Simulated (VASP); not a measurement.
# BaTiO3 (P4/mmm) in VASP: a series of runs, part 2 of 2

VASP 6.6.1. Earlier steps stand in the parts before.

### Step 4. Single point, PBEsol (volume scaled by 1.06)

File INCAR:

```
  PREC = Accurate
  ENCUT = 520
  EDIFF = 1E-6
  ISMEAR = -1
  SIGMA = 0.03
  LREAL = F
  LASPH = T
  NELM = 80
  ALGO = Normal
  ISIF = 2
  LWAVE = F
  LCHARG = F
  GGA = PS
  NBANDS = 28
```

File KPOINTS:

```
regular mesh
0
Gamma
  7 7 7
```

File POSCAR:

```
BaTiO3
1.0
    4.0782473671      0.0000000000      0.0000000000
    0.0000000000      4.0782473671      0.0000000000
    0.0000000000      0.0000000000      4.0968043205
Ba Ti O
1 1 3
Direct
    0.0000000000      0.0000000000      0.0000000000
    0.5000000000      0.5000000000      0.5000000000
    0.5000000000      0.5000000000      0.0000000000
    0.5000000000      0.0000000000      0.5000000000
    0.0000000000      0.5000000000      0.5000000000
```

Potentials or basis: VASP PAW PBE potentials, release 64 (Ba_sv, Ti_sv, O).

Command:

```
$ cat potpaw_PBE.64/Ba_sv/POTCAR potpaw_PBE.64/Ti_sv/POTCAR potpaw_PBE.64/O/POTCAR > POTCAR
$ mpirun -np 1 vasp_std > vasp.out
```

OUTCAR:

```text
PREC = Accurate
   ENCUT = 520
   EDIFF = 1E-6
   ISMEAR = -1
   LREAL = F
   LASPH = T
   NELM = 80
   ISIF = 2
   GGA = PS

 ion  position               nearest neighbor table
   1  0.000  0.000  0.000-   3 2.88   3 2.88   3 2.88   3 2.88   5 2.89   4 2.89   5 2.89   5 2.89
                             5 2.89   4 2.89   4 2.89   4 2.89   2 3.54   2 3.54   2 3.54   2 3.54
   2  0.500  0.500  0.500-   4 2.04   5 2.04   4 2.04   5 2.04   3 2.05   3 2.05   1 3.54   1 3.54
                             1 3.54   1 3.54   1 3.54   1 3.54   1 3.54   1 3.54
   3  0.500  0.500  0.000-   2 2.05   2 2.05   1 2.88   1 2.88   1 2.88   1 2.88
   4  0.500  0.000  0.500-   2 2.04   2 2.04   1 2.89   1 2.89   1 2.89   1 2.89
[... 949 lines left out ...]
  -------------------------------------------------------------------------------------
  Total       -4.6791875     -4.6791875     -4.9473187      0.0000000     -0.0000000      0.0000000
  in kB     -110.0243164   -110.0243164   -116.3290330      0.0000000     -0.0000000      0.0000000
  external PRESSURE =    -112.1258886 kB  Pullay stress =       0.0000000 kB

 VOLUME and BASIS-vectors are now :
 -----------------------------------------------------------------------------
  energy-cutoff  :      520.00
  volume of cell :       68.14
      direct lattice vectors                 reciprocal lattice vectors
     4.078247367  0.000000000  0.000000000     0.245203370  0.000000000  0.000000000
     0.000000000  4.078247367  0.000000000     0.000000000  0.245203370  0.000000000
     0.000000000  0.000000000  4.096804321     0.000000000  0.000000000  0.244092693

 POSITION                                       TOTAL-FORCE (eV/Angst)
 -----------------------------------------------------------------------------------
      0.00000      0.00000      0.00000         0.000000      0.000000      0.000000
      2.03912      2.03912      2.04840         0.000000      0.000000      0.000000
      2.03912      2.03912      0.00000         0.000000      0.000000      0.000000
      2.03912      0.00000      2.04840         0.000000      0.000000      0.000000
      0.00000      2.03912      2.04840         0.000000      0.000000      0.000000
 -----------------------------------------------------------------------------------
    total drift:                                0.000000      0.000000     -0.000000

  FREE ENERGIE OF THE ION-ELECTRON SYSTEM (eV)
  ---------------------------------------------------
  free  energy   TOTEN  =       -41.8029230514 eV

  energy  without entropy=      -41.8029230514  energy(sigma->0) =      -41.80292305
```

OSZICAR:

```text
N       E                     dE             d eps       ncg     rms          rms(c)
DAV:   1     0.427868167033E+03    0.42787E+03   -0.20743E+04  2240   0.153E+03
DAV:   2    -0.680696010505E+01   -0.43468E+03   -0.41411E+03  2604   0.421E+02
DAV:   3    -0.501827786834E+02   -0.43376E+02   -0.42949E+02  3144   0.131E+02
DAV:   4    -0.523525717253E+02   -0.21698E+01   -0.21648E+01  3404   0.247E+01
DAV:   5    -0.524239805478E+02   -0.71409E-01   -0.71394E-01  3016   0.336E+00    0.213E+01
DAV:   6    -0.422201884445E+02    0.10204E+02   -0.56070E+01  3280   0.620E+01    0.998E+00
DAV:   7    -0.420491988102E+02    0.17099E+00   -0.10629E+01  3096   0.228E+01    0.616E+00
DAV:   8    -0.418192444912E+02    0.22995E+00   -0.67952E-01  2656   0.711E+00    0.314E+00
DAV:   9    -0.418459213601E+02   -0.26677E-01   -0.42156E-01  3300   0.526E+00    0.187E+00
DAV:  10    -0.418091039984E+02    0.36817E-01   -0.23930E-01  2684   0.467E+00    0.630E-01
DAV:  11    -0.418029473042E+02    0.61567E-02   -0.25706E-02  2916   0.101E+00    0.165E-01
DAV:  12    -0.418032961691E+02   -0.34886E-03   -0.27485E-03  2688   0.470E-01    0.158E-01
DAV:  13    -0.418029271122E+02    0.36906E-03   -0.12686E-03  2780   0.345E-01    0.309E-02
DAV:  14    -0.418029232455E+02    0.38667E-05   -0.46946E-05  2748   0.481E-02    0.107E-02
DAV:  15    -0.418029230514E+02    0.19408E-06   -0.67650E-06  2664   0.164E-02
   1 F= -.41802923E+02 E0= -.41802923E+02  d E =-.187032E-12
```

stdout:

```text
POSCAR found type information on POSCAR BaTiO
 POSCAR found :  3 types and       5 ions
 scaLAPACK will be used
 -----------------------------------------------------------------------------
|                                                                             |
|                                                                             |
|     You enforced a specific xc type in the INCAR file but a different       |
|     I HOPE YOU KNOW WHAT YOU ARE DOING!                                     |
|                                                                             |
 -----------------------------------------------------------------------------

 LDA part: xc-table for (Slater+PW92), standard interpolation
 POSCAR, INCAR and KPOINTS ok, starting setup
 FFT: planning ... GRIDC
 FFT: planning ... GRID_SOFT
 FFT: planning ... GRID
 WAVECAR not read
 entering main loop
```

Wall time 2.3 min (1 thread of AMD EPYC 7R13, shared host); peak memory 0.19 GiB.

Results:

| Quantity | Value |
| --- | --- |
| Free energy | -41.8029 eV |
| Pressure | -11.2 GPa |
| Band gap on the k mesh | 1.64 eV, indirect (least direct gap 1.78 eV) |

Stress tensor (GPa, compression positive):
```
-11.00   0.00   0.00
  0.00 -11.00   0.00
  0.00   0.00 -11.63
```

Levels at points of the mesh, in eV from the valence-band top:
```tsv
k point	band 16	band 17	band 18	band 19	band 20	band 21	band 22	band 23	band 24	band 25
(0.00, 0.00, 0.00)	-0.95	-0.95	-0.14	-0.14	-0.14	1.64	1.64	1.64	3.57	3.61
```

Caveat: the PAW data sets were made with another functional, which shifts forces and pressure a little; spin-orbit coupling is left out, which moves the levels of the heavy elements. A k mesh can miss the band edges.

### Step 5. The runs side by side

| cell | gap on the mesh (eV) | pressure (GPa) |
| --- | --- | --- |
| a = 4.026, b = 4.026, c = 4.045 Å, 5 atoms | 1.71 | -5.9 |
| a = 4.000, b = 4.000, c = 4.098 Å, 5 atoms | 1.70 | -5.8 |
| a = 4.078, b = 4.078, c = 4.097 Å, 5 atoms | 1.64 | -11.2 |

Alike in all rows: task single point; level PBEsol; potentials or basis VASP PAW PBE potentials, release 64 (Ba_sv, Ti_sv, O); no spin polarisation; k mesh 7 × 7 × 7; cutoff (eV) 520; smearing fermi-dirac 0.03 eV.

Caveats: the PAW data sets were made with another functional, which shifts forces and pressure a little; spin-orbit coupling is left out, which moves the levels of the heavy elements.

Total energies depend on the potentials used, so only differences within one code and one set of settings carry meaning.
